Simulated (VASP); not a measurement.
A run of VASP 6.6.1 is set up as follows.

File INCAR:

```
SYSTEM = Mo
PREC = Accurate
ENCUT = 520
EDIFF = 1E-6
ISMEAR = 0
SIGMA = 0.15
LREAL = .False.
LASPH = .True.
NELM = 100
ALGO = Normal
ISIF = 2
LWAVE = .False.
LCHARG = .False.
GGA = CA
NBANDS = 13
```

Contents of KPOINTS:

```
Automatic mesh
0
Gamma
  18 18 18
  0 0 0
```

Contents of POSCAR:

```
Mo
1.0
    2.6944777412      0.0000000000      0.0000000000
   -1.3472388706      2.3334861739      0.0000000000
    0.0000000000      0.0000000000      2.6318361210
Mo
1
Direct
    0.0000000000      0.0000000000      0.5000000000
```

Potentials or basis: VASP PAW LDA potentials, release 64 (Mo_sv).

The run is started by

```bash
$ cat potpaw_LDA.64/Mo_sv/POTCAR > POTCAR
$ mpirun -np 1 vasp_std > vasp.out
```

Predict the band gap on the k mesh.

zero (bands 7 and 8 overlap by 1.69 eV).

Estimate the pressure.

-6.2 GPa.

Stress tensor (GPa, compression positive):
```
  0.93   0.00   0.00
  0.00   0.93   0.00
  0.00   0.00 -20.35
```

Caveat: the cell differs from its parent crystal (strain -0.015 along x and y, +0.030 along z); the cell stands under tension.
